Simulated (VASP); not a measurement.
# SiNi3 (P4/mmm) in VASP: single point with PBEsol

Aim: the single point of SiNi3 with PBEsol.

All numbers are computed with VASP 6.6.1; they aren't measurements. Logs are shortened: lines on timing, memory, paths and dates and some standing lists are left out, and cuts for length are marked.

## (1) The cell of the first run

The structure is tetragonal, space group P4/mmm (No. 123). The conventional cell has a = 3.305 Å, b = 3.305 Å, c = 3.613 Å, α = 90.00°, β = 90.00°, γ = 90.00°. Si (site symmetry 4/mmm) has 12 Ni at 2.34 to 2.45 Å within 3.1 Å. Ni (site symmetry mmm) has 8 Ni at 2.34 to 2.45 Å and 4 Si at 2.45 Å within 3.1 Å. Within 3.1 Å of Ni (site symmetry 4/mmm) lie 4 Si at 2.34 Å and 8 Ni at 2.45 Å.

## (2) Single point, PBEsol (biaxial strain in the a-b plane: -4.5 %, then relaxed in part)

Input file INCAR:

```
SYSTEM = SiNi3
ALGO     = Normal         ! electronic algorithm
EDIFF    = 1E-6           ! SCF threshold, eV
ENCUT    = 520            ! plane-wave cutoff, eV
GGA      = PS             ! functional
ISIF     = 2              ! what is computed and relaxed
ISMEAR   = 0              ! smearing method
LASPH    = .True.         ! aspherical terms in the spheres
LCHARG   = .True.         ! write CHGCAR
LELF     = .True.         ! ELF
LREAL    = .False.        ! projectors in reciprocal space
LVHAR    = .True.       
LWAVE    = .False.        ! write WAVECAR
NBANDS   = 25             ! bands
NELM     = 100            ! most SCF steps
PREC     = Accurate       ! precision mode
SIGMA    = 0.1            ! smearing width, eV
```

Input file KPOINTS:

```
k-points
0
Gamma
  16 16 16
  0 0 0
```

Input file POSCAR:

```
SiNi3
1.0
    3.3054896899      0.0000000000      0.0000000000
    0.0000000000      3.3054896899      0.0000000000
    0.0000000000      0.0000000000      3.6129863390
Si Ni
1 3
Direct
    0.0000000000      0.0000000000      0.0000000000
    0.0000000000      0.5000000000      0.5000000000
    0.5000000000      0.0000000000      0.5000000000
    0.5000000000      0.5000000000      0.0000000000
```

Potentials or basis: VASP PAW PBE potentials, release 64 (Si, Ni).

The run is started by

```bash
cat potpaw_PBE.64/Si/POTCAR potpaw_PBE.64/Ni/POTCAR > POTCAR
mpirun -np 1 vasp_std > vasp.out
```

OUTCAR:

```text
SYSTEM = SiNi3
   EDIFF = 1E-6
   ENCUT = 520
   GGA = PS
   ISIF = 2
   ISMEAR = 0
   LASPH = .True.
   LREAL = .False.
   NELM = 100
   PREC = Accurate

 ion  position               nearest neighbor table
   1  0.000  0.000  0.000-   4 2.34   4 2.34   4 2.34   4 2.34   3 2.45   2 2.45   3 2.45   2 2.45
                             3 2.45   2 2.45   3 2.45   2 2.45
   2  0.000  0.500  0.500-   3 2.34   3 2.34   3 2.34   3 2.34   4 2.45   1 2.45   1 2.45   1 2.45
                             4 2.45   4 2.45   4 2.45   1 2.45
   3  0.500  0.000  0.500-   2 2.34   2 2.34   2 2.34   2 2.34   4 2.45   1 2.45   4 2.45   4 2.45
                             1 2.45   4 2.45   1 2.45   1 2.45
   4  0.500  0.500  0.000-   1 2.34   1 2.34   1 2.34   1 2.34   3 2.45   2 2.45   3 2.45   3 2.45
                             3 2.45   2 2.45   2 2.45   2 2.45

  LATTYP: Found a simple tetragonal cell.
 ALAT       =     3.3054896899
 C/A-ratio  =     1.0930260500

  Lattice vectors:

 A1 = (   3.3054896899,   0.0000000000,   0.0000000000)
 A2 = (   0.0000000000,   3.3054896899,   0.0000000000)
 A3 = (   0.0000000000,   0.0000000000,   3.6129863390)

Analysis of symmetry for initial positions (statically):
=====================================================================
 Subroutine PRICEL returns:
 Original cell was already a primitive cell.

 Routine SETGRP: Setting up the symmetry group for a
 simple tetragonal supercell.

 Subroutine GETGRP returns: Found 16 space group operations
 (whereof 16 operations were pure point group operations)
 out of a pool of 16 trial point group operations.

The static configuration has the point symmetry D_4h.

Analysis of symmetry for dynamics (positions and initial velocities):
=====================================================================
 Subroutine PRICEL returns:
 Original cell was already a primitive cell.

 Routine SETGRP: Setting up the symmetry group for a
 simple tetragonal supercell.

 Subroutine GETGRP returns: Found 16 space group operations
 (whereof 16 operations were pure point group operations)
 out of a pool of 16 trial point group operations.

The dynamic configuration has the point symmetry D_4h.

 Subroutine INISYM returns: Found 16 space group operations
 (whereof 16 operations are pure point group operations),
 and found     1 'primitive' translations

[... 98 lines left out ...]
   EDIFF  = 0.1E-05   stopping-criterion for ELM
   LREAL  =      F    real-space projection
   EDIFFG = 0.1E-04   stopping-criterion for IOM
   NSW    =      0    number of steps for IOM
   IBRION =     -1    ionic relax: 0-MD 1-quasi-New 2-CG
   NFREE  =      0    steps in history (QN), initial steepest desc. (CG)
   ISIF   =      2    stress and relaxation
   ISYM   =      2    0-nonsym 1-usesym 2-fastsym
   POTIM  = 0.5000    time-step for ionic-motion
   TEBEG  =    0.0;   TEEND  =   0.0 temperature during run
   PSTRESS=    0.0 pullay stress
   NELECT =      34.0000    total number of electrons
   NUPDOWN=      -1.0000    fix difference up-down
   EMIN   =  10.00;   EMAX   =-10.00  energy-range for DOS
   EFERMI =   0.00;   METHOD = LEGACY
   ISMEAR =     0;   SIGMA  =   0.10  broadening in eV -4-tet -1-fermi 0-gaus
   EFERMI_NEDOS =   21; number of points for ismear=-14 and -15
   IALGO  =     38    algorithm
   IMIX   =      4    mixing-type and parameters
     AMIX     =   0.40;   BMIX     =  1.00
     AMIX_MAG =   1.60;   BMIX_MAG =  1.00
  volume/ion in A,a.u.               =       9.87        66.60
  Fermi-wavevector in a.u.,A,eV,Ry     =   1.557597  2.943432 33.009218  2.426109
  Thomas-Fermi vector in A             =   2.661224
   LORBIT       =      0    0 simple, 1 ext, 2 COOP (PROOUT), +10 PAW based schemes
   GGA     = PS    functional components
   LHFCALC =     F    Hartree Fock is set to
   AEXX    =    0.0000 exact exchange contribution
   IVDW    =     0    specifies the selected vdW correction
   LEPSILON=     F    determine dielectric tensor
   LRPA    =     F    only Hartree local field effects (RPA)
 non-spin polarized calculation
 Gauss-broadening in eV      SIGMA  =   0.10
  energy-cutoff  :      520.00
  volume of cell :       39.48
 maximum number of plane-waves:      1078
 NGX is ok and might be reduce to    28
   NGX = 13   NGY = 13   NGZ = 13

 number of electron      34.0000008 magnetization

 Free energy of the ion-electron system (eV)
  ---------------------------------------------------
  ext. energy  EPLUGINS =         0.00000000
  ---------------------------------------------------
  free energy    TOTEN  =       -26.07489702 eV

  energy without entropy =      -26.06903840  energy(sigma->0) =      -26.07196771

 E-fermi :  11.9138     XC(G=0): -13.7310

 val. band max:       11.9048731218   @ k =   0.1250   0.0625   0.1875
 cond. band min:      11.9203390092   @ k =   0.0625   0.0000   0.0625
 fundamental gap:      0.0154658874
 Fermi energy:        11.9137944914

 k-point     1 :       0.0000    0.0000    0.0000
  band No.  band energies     occupation
      1      -0.7820      2.00000
      2       6.3798      2.00000
      3       7.2038      2.00000
      4       7.3054      2.00000
      5       7.8525      2.00000
      6       7.8525      2.00000
[... 661 lines left out ...]
     24      20.4316      0.00000
     25      24.1861      0.00000

 [... further k-points ...]

------------------------ aborting loop because EDIFF is reached ----------------------------------------

  FORCE on cell =-STRESS in cart. coord.  units (eV):
  Direction    XX          YY          ZZ          XY          YZ          ZX
  --------------------------------------------------------------------------------------
  -------------------------------------------------------------------------------------
  Total        5.1911060      5.1911060      0.0298703      0.0000000      0.0000000      0.0000000
  in kB      210.6844790    210.6844790      1.2123076      0.0000000      0.0000000      0.0000000
  external PRESSURE =     140.8604219 kB  Pullay stress =       0.0000000 kB

 VOLUME and BASIS-vectors are now :
 -----------------------------------------------------------------------------
  energy-cutoff  :      520.00
  volume of cell :       39.48
      direct lattice vectors                 reciprocal lattice vectors
     3.305489690  0.000000000  0.000000000     0.302527036  0.000000000  0.000000000
     0.000000000  3.305489690  0.000000000     0.000000000  0.302527036  0.000000000
     0.000000000  0.000000000  3.612986339     0.000000000  0.000000000  0.276779347

 POSITION                                       TOTAL-FORCE (eV/Angst)
 -----------------------------------------------------------------------------------
      0.00000      0.00000      0.00000         0.000000      0.000000      0.000000
      0.00000      1.65274      1.80649         0.000000      0.000000      0.000000
      1.65274      0.00000      1.80649         0.000000      0.000000      0.000000
      1.65274      1.65274      0.00000         0.000000      0.000000      0.000000
 -----------------------------------------------------------------------------------
    total drift:                                0.000000      0.000000      0.000000

  FREE ENERGIE OF THE ION-ELECTRON SYSTEM (eV)
  ---------------------------------------------------
  free  energy   TOTEN  =       -26.0748970196 eV

  energy  without entropy=      -26.0690384013  energy(sigma->0) =      -26.07196771
```

OSZICAR:

```text
N       E                     dE             d eps       ncg     rms          rms(c)
DAV:   1     0.199161269047E+03    0.19916E+03   -0.15364E+04 20682   0.186E+03
DAV:   2    -0.192439894218E+02   -0.21841E+03   -0.20555E+03 20284   0.333E+02
DAV:   3    -0.301664443075E+02   -0.10922E+02   -0.10539E+02 23016   0.976E+01
DAV:   4    -0.303537139404E+02   -0.18727E+00   -0.18690E+00 23321   0.116E+01
DAV:   5    -0.303593183618E+02   -0.56044E-02   -0.56036E-02 24970   0.188E+00    0.227E+01
DAV:   6    -0.293778441935E+02    0.98147E+00   -0.34236E+01 23475   0.108E+02    0.159E+01
DAV:   7    -0.261958286828E+02    0.31820E+01   -0.11443E+01 23770   0.604E+01    0.480E+00
DAV:   8    -0.261370073038E+02    0.58821E-01   -0.49254E-01 27781   0.152E+01    0.273E+00
DAV:   9    -0.260915649366E+02    0.45442E-01   -0.15439E-01 24545   0.153E+01    0.141E+00
DAV:  10    -0.260761329086E+02    0.15432E-01   -0.25944E-02 27994   0.479E+00    0.396E-01
DAV:  11    -0.260749197126E+02    0.12132E-02   -0.34516E-03 25555   0.604E-01    0.104E-01
DAV:  12    -0.260749147142E+02    0.49984E-05   -0.25161E-04 24963   0.213E-01    0.402E-02
DAV:  13    -0.260749043607E+02    0.10353E-04   -0.42437E-05 23892   0.845E-02    0.213E-02
DAV:  14    -0.260748972425E+02    0.71182E-05   -0.11508E-05 23094   0.718E-02    0.552E-03
DAV:  15    -0.260748970196E+02    0.22298E-06   -0.11696E-06 11149   0.153E-02
   1 F= -.26074897E+02 E0= -.26071968E+02  d E =-.585862E-02
```

stdout:

```text
POSCAR found type information on POSCAR SiNi
 POSCAR found :  2 types and       4 ions
 scaLAPACK will be used
 -----------------------------------------------------------------------------
|                                                                             |
|                                                                             |
|     You enforced a specific xc type in the INCAR file but a different       |
|     I HOPE YOU KNOW WHAT YOU ARE DOING!                                     |
|                                                                             |
 -----------------------------------------------------------------------------

 LDA part: xc-table for (Slater+PW92), standard interpolation
 POSCAR, INCAR and KPOINTS ok, starting setup
 FFT: planning ... GRIDC
 FFT: planning ... GRID_SOFT
 FFT: planning ... GRID
 WAVECAR not read
 entering main loop
```

It took 7.2 min on 1 thread of Intel Xeon Platinum 8259CL at 2.50GHz (Skylake/Cascade Lake), shared host; peak memory 0.42 GiB.

Results:

```yaml
Free_energy: -26.0749 eV
Pressure: 14.1 GPa
Band_gap_on_the_k_mesh: zero (band 17 reaches 12.24 eV, above the bottom of band 18 at 11.66 eV)
```

Levels at points of the mesh, in eV from the Fermi level:
| k point | band 15 | band 16 | band 17 | band 18 | band 19 | band 20 |
| --- | --- | --- | --- | --- | --- | --- |
| (0.00, 0.00, 0.00) | -0.39 | -0.33 | -0.15 | -0.15 | 0.33 | 5.03 |
| (0.50, 0.00, 0.00) | -1.30 | -0.81 | -0.15 | 3.55 | 4.53 | 4.70 |
| (0.50, 0.50, 0.00) | -1.19 | -1.05 | -0.90 | 0.91 | 0.91 | 5.71 |
| (0.00, 0.00, 0.50) | -1.26 | -0.37 | 0.33 | 3.70 | 3.70 | 5.88 |
| (0.50, 0.00, 0.50) | -1.38 | -1.21 | -1.19 | 0.60 | 0.61 | 6.44 |
| (0.50, 0.50, 0.50) | -1.13 | -0.62 | -0.36 | -0.20 | -0.20 | 1.63 |

Caveat: the cell differs from its parent crystal (biaxial strain in the a-b plane: -4.5 %, then relaxed in part); the PAW data sets were made with another functional, which shifts forces and pressure a little. Spin polarisation is off, so any magnetic state and its effect on volume and gap are missing.
